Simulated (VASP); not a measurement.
# SnSe (Fm-3m) in VASP: single point with r2SCAN

Aim: the single point of SnSe with r2SCAN.

Program: VASP 6.6.1. These are calculated values, not measurements. Logs are shortened: lines on timing, memory, paths and dates and some standing lists are left out, and cuts for length are marked.

**1. The cell of the first run**

The structure is cubic, space group Fm-3m (No. 225). Conventional cell: a = 6.020 Å, b = 6.020 Å, c = 6.020 Å, α = 90.00°, β = 90.00°, γ = 90.00°. Sn (site symmetry m-3m) has 6 Se at 3.01 Å within 4.0 Å. Within 4.0 Å of Se (site symmetry m-3m) lie 6 Sn at 3.01 Å.

**2. Single point, r2SCAN**

POSCAR

```
SnSe
1.0
    0.0000000000      3.0100000000      3.0100000000
    3.0100000000      0.0000000000      3.0100000000
    3.0100000000      3.0100000000      0.0000000000
Sn Se
1 1
Direct
    0.0000000000      0.0000000000      0.0000000000
    0.5000000000      0.5000000000      0.5000000000
```

INCAR.step1

```
  PREC = Accurate
  ENCUT = 550
  ISMEAR = 0
  SIGMA = 0.01
  LREAL = F
  LASPH = T
  NELM = 120
  NBANDS = 17
  GGA = PE
  ALGO = Normal
  EDIFF = 1E-5
  LWAVE = T
  LCHARG = F
  GGA_COMPAT = F
```

INCAR.step2

```
  PREC = Accurate
  ENCUT = 550
  EDIFF = 1E-6
  ISMEAR = 0
  SIGMA = 0.01
  LREAL = F
  LASPH = T
  NELM = 120
  ALGO = Normal
  ISIF = 2
  LWAVE = F
  LCHARG = F
  METAGGA = R2SCAN
  LMIXTAU = T
  NBANDS = 17
  ISTART = 1
  GGA_COMPAT = F
```

KPOINTS

```
Automatic mesh
0
Gamma
  4 4 4
```

Potentials or basis: VASP PAW PBE potentials, release 64 (Sn_d, Se).

Run with:

```console
$ cat potpaw_PBE.64/Sn_d/POTCAR potpaw_PBE.64/Se/POTCAR > POTCAR
$ cp INCAR.step1 INCAR
$ mpirun -np 1 vasp_std > vasp.out
$ cp INCAR.step2 INCAR
$ mpirun -np 1 vasp_std > vasp.out
```

OUTCAR:

```text
PREC = Accurate
   ENCUT = 550
   EDIFF = 1E-6
   ISMEAR = 0
   LREAL = F
   LASPH = T
   NELM = 120
   ISIF = 2
   METAGGA = R2SCAN
   ISTART = 1

 ion  position               nearest neighbor table
   1  0.000  0.000  0.000-   2 3.01   2 3.01   2 3.01   2 3.01   2 3.01   2 3.01
   2  0.500  0.500  0.500-   1 3.01   1 3.01   1 3.01   1 3.01   1 3.01   1 3.01

  LATTYP: Found a face centered cubic cell.
 ALAT       =     6.0200000000

  Lattice vectors:

 A1 = (   0.0000000000,   3.0100000000,   3.0100000000)
 A2 = (   3.0100000000,   0.0000000000,   3.0100000000)
 A3 = (   3.0100000000,   3.0100000000,   0.0000000000)

Analysis of symmetry for initial positions (statically):
=====================================================================
 Subroutine PRICEL returns:
 Original cell was already a primitive cell.

 Routine SETGRP: Setting up the symmetry group for a
 face centered cubic supercell.

 Subroutine GETGRP returns: Found 48 space group operations
 (whereof 48 operations were pure point group operations)
 out of a pool of 48 trial point group operations.

The static configuration has the point symmetry O_h .

Analysis of symmetry for dynamics (positions and initial velocities):
=====================================================================
 Subroutine PRICEL returns:
 Original cell was already a primitive cell.

 Routine SETGRP: Setting up the symmetry group for a
 face centered cubic supercell.

 Subroutine GETGRP returns: Found 48 space group operations
 (whereof 48 operations were pure point group operations)
 out of a pool of 48 trial point group operations.

The dynamic configuration has the point symmetry O_h .

 Subroutine INISYM returns: Found 48 space group operations
 (whereof 48 operations are pure point group operations),
 and found     1 'primitive' translations

----------------------------------------------------------------------------------------

                                     Primitive cell

  volume of cell :      54.5418

  direct lattice vectors                    reciprocal lattice vectors
     0.000000000  3.010000000  3.010000000    -0.166112957  0.166112957  0.166112957
     3.010000000  0.000000000  3.010000000     0.166112957 -0.166112957  0.166112957
     3.010000000  3.010000000  0.000000000     0.166112957  0.166112957 -0.166112957

  length of vectors
     4.256782823  4.256782823  4.256782823     0.287716081  0.287716081  0.287716081

  position of ions in fractional coordinates (direct lattice)
     0.000000000  0.000000000  0.000000000
     0.500000000  0.500000000  0.500000000

  ion indices of the primitive-cell ions
   primitive index   ion index
                 1           1
                 2           2

----------------------------------------------------------------------------------------

 KPOINTS: Automatic mesh

Automatic generation of k-mesh.
 Grid dimensions read from file:
 generate k-points for:    4    4    4

 Generating k-lattice:

  Cartesian coordinates                     Fractional coordinates (reciprocal lattice)
    -0.041528239  0.041528239  0.041528239     0.250000000  0.000000000  0.000000000
     0.041528239 -0.041528239  0.041528239     0.000000000  0.250000000  0.000000000
     0.041528239  0.041528239 -0.041528239     0.000000000  0.000000000  0.250000000

  Length of vectors
     0.071929020  0.071929020  0.071929020

  Shift w.r.t. Gamma in fractional coordinates (k-lattice)
     0.000000000  0.000000000  0.000000000

 Subroutine IBZKPT returns following result:
 ===========================================

 Found      8 irreducible k-points:

 Following reciprocal coordinates:
            Coordinates               Weight
  0.000000  0.000000  0.000000      1.000000
  0.250000  0.000000  0.000000      8.000000
  0.500000  0.000000  0.000000      4.000000
  0.250000  0.250000  0.000000      6.000000
  0.500000  0.250000  0.000000     24.000000
 -0.250000  0.250000  0.000000     12.000000
  0.500000  0.500000  0.000000      3.000000
 -0.250000  0.500000  0.250000      6.000000
   k-points           NKPTS =      8   k-points in BZ     NKDIM =      8   number of bands    NBANDS=     17
   number of dos      NEDOS =    301   number of ions     NIONS =      2
   total plane-waves  NPLWV =  46656
   dimension x,y,z NGX =    36 NGY =   36 NGZ =   36
   dimension x,y,z NGXF=    72 NGYF=   72 NGZF=   72
   ions per type =               1   1
   NGX,Y,Z   is equivalent  to a cutoff of  14.06, 14.06, 14.06 a.u.
   NGXF,Y,Z  is equivalent  to a cutoff of  28.12, 28.12, 28.12 a.u.
 SYSTEM =  unknown system
   PREC   = accura    normal or accurate (medium, high low for compatibility)
   ISTART =      1    job   : 0-new  1-cont  2-samecut
   ICHARG =      0    charge: 1-file 2-atom 10-const
   ISPIN  =      1    spin polarized calculation?
   LNONCOLLINEAR =      F non collinear calculations
   LSORBIT =      F    spin-orbit coupling
   LASPH  =      T    aspherical Exc in radial PAW
   ENCUT  =  550.0 eV  40.42 Ry    6.36 a.u.   8.14  8.14  8.14*2*pi/ulx,y,z
   NELM   =    120;   NELMIN=  2; NELMDL=  0     # of ELM steps
   EDIFF  = 0.1E-05   stopping-criterion for ELM
   LREAL  =      F    real-space projection
   EDIFFG = 0.1E-04   stopping-criterion for IOM
   NSW    =      0    number of steps for IOM
   IBRION =     -1    ionic relax: 0-MD 1-quasi-New 2-CG
   NFREE  =      0    steps in history (QN), initial steepest desc. (CG)
   ISIF   =      2    stress and relaxation
   ISYM   =      2    0-nonsym 1-usesym 2-fastsym
   POTIM  = 0.5000    time-step for ionic-motion
   TEBEG  =    0.0;   TEEND  =   0.0 temperature during run
   PSTRESS=    0.0 pullay stress
   NELECT =      20.0000    total number of electrons
   NUPDOWN=      -1.0000    fix difference up-down
   EMIN   =  10.00;   EMAX   =-10.00  energy-range for DOS
   EFERMI =   0.00;   METHOD = LEGACY
   ISMEAR =     0;   SIGMA  =   0.01  broadening in eV -4-tet -1-fermi 0-gaus
   EFERMI_NEDOS =   21; number of points for ismear=-14 and -15
   IALGO  =     38    algorithm
   IMIX   =      4    mixing-type and parameters
     AMIX     =   0.40;   BMIX     =  1.00
     AMIX_MAG =   1.60;   BMIX_MAG =  1.00
  volume/ion in A,a.u.               =      27.27       184.03
  Fermi-wavevector in a.u.,A,eV,Ry     =   1.171768  2.214321 18.681350  1.373040
  Thomas-Fermi vector in A             =   2.308207
   LORBIT       =      0    0 simple, 1 ext, 2 COOP (PROOUT), +10 PAW based schemes
   METAGGA = R2SCAN    functional components
   LHFCALC =     F    Hartree Fock is set to
   AEXX    =    0.0000 exact exchange contribution
   IVDW    =     0    specifies the selected vdW correction
   LEPSILON=     F    determine dielectric tensor
   LRPA    =     F    only Hartree local field effects (RPA)
 non-spin polarized calculation
 Gauss-broadening in eV      SIGMA  =   0.01
  energy-cutoff  :      550.00
  volume of cell :       54.54
 maximum number of plane-waves:      1639
 NGX is ok and might be reduce to    36
   NGX = 17   NGY = 17   NGZ = 17

 number of electron      19.9999999 magnetization

 Free energy of the ion-electron system (eV)
  ---------------------------------------------------
  ext. energy  EPLUGINS =         0.00000000
  ---------------------------------------------------
  free energy    TOTEN  =       -39.90725270 eV

  energy without entropy =      -39.90725270  energy(sigma->0) =      -39.90725270

 E-fermi :   5.8004     XC(G=0): -10.2187

 val. band max:        5.6778204812   @ k =   0.5000   0.0000   0.0000
 cond. band min:       6.1272888510   @ k =   0.5000   0.0000   0.0000
 fundamental gap:      0.4494683698
 Fermi energy:         5.8004466165

 k-point     1 :       0.0000    0.0000    0.0000
  band No.  band energies     occupation
      1     -16.8849      2.00000
      2     -16.8849      2.00000
      3     -16.8810      2.00000
      4     -16.8810      2.00000
      5     -16.8810      2.00000
      6      -9.0813      2.00000
[... 9 lines left out ...]
     16      11.7281      0.00000
     17      13.9935      0.00000

 k-point     2 :       0.2500    0.0000    0.0000
  band No.  band energies     occupation
      1     -16.8888      2.00000
      2     -16.8888      2.00000
      3     -16.8797      2.00000
      4     -16.8749      2.00000
      5     -16.8749      2.00000
      6      -8.6635      2.00000
[... 9 lines left out ...]
     16      13.0997      0.00000
     17      17.3448      0.00000

 k-point     3 :       0.5000    0.0000    0.0000
  band No.  band energies     occupation
      1     -16.8932      2.00000
      2     -16.8932      2.00000
      3     -16.8784      2.00000
      4     -16.8683      2.00000
      5     -16.8683      2.00000
      6      -8.1175      2.00000
[... 9 lines left out ...]
     16      16.1823      0.00000
     17      16.1823      0.00000

 k-point     4 :       0.2500    0.2500    0.0000
  band No.  band energies     occupation
      1     -16.8984      2.00000
      2     -16.8843      2.00000
      3     -16.8809      2.00000
      4     -16.8722      2.00000
      5     -16.8722      2.00000
      6      -8.5239      2.00000
[... 9 lines left out ...]
     16      15.0949      0.00000
     17      15.0949      0.00000

 k-point     5 :       0.5000    0.2500    0.0000
  band No.  band energies     occupation
      1     -16.9045      2.00000
      2     -16.8845      2.00000
      3     -16.8806      2.00000
      4     -16.8692      2.00000
      5     -16.8663      2.00000
      6      -7.9800      2.00000
[... 9 lines left out ...]
     16      16.7213      0.00000
     17      17.4852      0.00000

 k-point     6 :      -0.2500    0.2500    0.0000
  band No.  band energies     occupation
      1     -16.8951      2.00000
      2     -16.8898      2.00000
      3     -16.8760      2.00000
      4     -16.8718      2.00000
      5     -16.8716      2.00000
      6      -8.1603      2.00000
[... 9 lines left out ...]
     16      15.2014      0.00000
     17      16.3785      0.00000

 k-point     7 :       0.5000    0.5000    0.0000
  band No.  band energies     occupation
      1     -16.9178      2.00000
      2     -16.8875      2.00000
      3     -16.8770      2.00000
      4     -16.8630      2.00000
      5     -16.8630      2.00000
      6      -7.8198      2.00000
[... 9 lines left out ...]
     16      17.8467      0.00000
     17      18.6308      0.00000

 k-point     8 :      -0.2500    0.5000    0.2500
  band No.  band energies     occupation
      1     -16.9077      2.00000
      2     -16.8843      2.00000
      3     -16.8755      2.00000
      4     -16.8755      2.00000
      5     -16.8630      2.00000
      6      -7.7929      2.00000
[... 9 lines left out ...]
     16      17.3033      0.00000
     17      18.7700      0.00000

------------------------ aborting loop because EDIFF is reached ----------------------------------------

  FORCE on cell =-STRESS in cart. coord.  units (eV):
  Direction    XX          YY          ZZ          XY          YZ          ZX
  --------------------------------------------------------------------------------------
  -------------------------------------------------------------------------------------
  Total       -0.4984337     -0.4984337     -0.4984337      0.0000000     -0.0000000      0.0000000
  in kB      -14.6415977    -14.6415977    -14.6415977      0.0000000     -0.0000000      0.0000000
  external PRESSURE =     -14.6415977 kB  Pullay stress =       0.0000000 kB

 VOLUME and BASIS-vectors are now :
 -----------------------------------------------------------------------------
  energy-cutoff  :      550.00
  volume of cell :       54.54
      direct lattice vectors                 reciprocal lattice vectors
     0.000000000  3.010000000  3.010000000    -0.166112957  0.166112957  0.166112957
     3.010000000  0.000000000  3.010000000     0.166112957 -0.166112957  0.166112957
     3.010000000  3.010000000  0.000000000     0.166112957  0.166112957 -0.166112957

 POSITION                                       TOTAL-FORCE (eV/Angst)
 -----------------------------------------------------------------------------------
      0.00000      0.00000      0.00000         0.000000     -0.000000     -0.000000
      3.01000      3.01000      3.01000        -0.000000      0.000000      0.000000
 -----------------------------------------------------------------------------------
    total drift:                               -0.000000      0.000000      0.000000

  FREE ENERGIE OF THE ION-ELECTRON SYSTEM (eV)
  ---------------------------------------------------
  free  energy   TOTEN  =       -39.9072527014 eV

  energy  without entropy=      -39.9072527014  energy(sigma->0) =      -39.90725270
```

It took 1.9 min on 1 thread of AMD EPYC 7R13, shared host; peak memory 0.19 GiB.

What came out:

```
Free energy            : -39.9073 eV
Pressure               : -1.5 GPa
Band gap on the k mesh : 0.45 eV, direct
```

Levels at points of the mesh, in eV from the valence-band top:
```tsv
k point	band 7	band 8	band 9	band 10	band 11	band 12	band 13	band 14
(0.00, 0.00, 0.00)	-5.26	-2.66	-2.66	-2.66	4.36	4.36	4.36	6.05
(0.50, 0.00, 0.00)	-8.57	-2.40	-2.40	0.00	0.45	1.14	1.14	8.58
(0.50, 0.50, 0.00)	-6.35	-5.96	-4.12	-4.12	3.13	5.45	5.45	6.13
```

Caveat: the k points lie up to 0.45 Å⁻¹ apart; the PAW data sets were made with another functional, which shifts forces and pressure a little; spin-orbit coupling is left out, which moves the levels of the heavy elements.
